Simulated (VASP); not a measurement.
Write the native input for VASP 6.6.1 that does the following.

```yaml
Task: single point
Functional: PBEsol
Potentials_or_basis: VASP PAW PBE potentials, release 64 (Zn, O, H)
Cutoff: 520 eV
k_mesh: 4 × 4 × 8
Occupations: gaussian, width 0.05 eV
Spin: no spin polarisation
Dipole_correction: no
Further_INCAR_settings: ALGO = Normal; EDIFF = 1e-06; NBANDS = 46
```

The structure of Zn4HO4 (a cell with a defect) lies in POSCAR:

```
Zn4HO4
1.0
    5.5148137916      0.0000000000      0.0000000000
    0.0000000000      5.5148137916      0.0000000000
    0.0000000000      0.0000000000      3.2430062931
Zn O H
4 4 1
Direct
    0.1820657240      0.1820657240      0.5000000000
    0.8179342760      0.8179342760      0.5000000000
    0.6820657240      0.3179342760      0.0000000000
    0.3179342760      0.6820657240      0.0000000000
    0.8180023132      0.1819976868      0.5000000000
    0.1819976868      0.8180023132      0.5000000000
    0.6819976868      0.6819976868      0.0000000000
    0.3180023132      0.3180023132      0.0000000000
    1.0000405349     -0.0180023132      0.0000000000
```

One way to write it, as run:

INCAR

```
SYSTEM = Zn4HO4
PREC = Accurate ; ENCUT = 520
EDIFF = 1E-6 ; ISMEAR = 0
SIGMA = 0.05 ; LREAL = .FALSE.
LASPH = .TRUE. ; NELM = 60
ALGO = Normal ; ISIF = 2
LWAVE = .FALSE. ; LCHARG = .FALSE.
GGA = PS ; NBANDS = 46
```

KPOINTS

```
regular mesh
0
G
  4 4 8
  0 0 0
```

Potentials or basis: VASP PAW PBE potentials, release 64 (Zn, O, H).

The run is started by

```console
$ cat potpaw_PBE.64/Zn/POTCAR potpaw_PBE.64/O/POTCAR potpaw_PBE.64/H/POTCAR > POTCAR
$ mpirun -np 1 vasp_std > vasp.out
```

It gave:

```yaml
Pressure: 4.2 GPa
Largest_force: 0.542 eV/Å
Band_gap_on_the_k_mesh: zero (an odd number of electrons rules out a gap without spin polarisation)
```

Caveat: the PAW data sets were made with another functional, which shifts forces and pressure a little; an odd number of electrons without spin polarisation forces a metal; a magnetic or distorted state may lie lower.

Run time: 2.3 min on 1 thread of AMD EPYC 9R45 (Zen 5) (shared host), peak memory 0.28 GiB.
